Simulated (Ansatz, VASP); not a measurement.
**One calculation of La, two programs**

```
La
1.0
     4.39385    0.00000    0.00000
    -2.19692    3.80518    0.00000
     0.00000    0.00000    7.18715
La
2
Direct
  0.33330 0.66670 0.25000
  0.66660 0.33330 0.75000
```

Alike in both runs: task single point; functional PBEsol; k mesh 9 × 9 × 5; no spin polarisation.

|  | VASP | Ansatz |
| --- | --- | --- |
| version | VASP 6.6.1 | Ansatz 0.2.0 |
| potentials or method | VASP PAW PBE potentials, release 64 (La), cutoff 520 eV | PAW plane waves |
| occupations | fermi-dirac, width 0.1 eV | fermi-dirac |
| valence electrons in the cell | 22 | 22 |

```tsv
	VASP	Ansatz	Ansatz less VASP
pressure (GPa)	-6.9	-6.8	+0.07
traceless stress, the component that is largest in VASP (GPa)	-0.40	-0.40	+0.003
```

VASP's potentials were made for PBE, not for PBEsol. Ansatz's warnings: structure snapped to symmetry.

Spin-orbit coupling is off throughout.
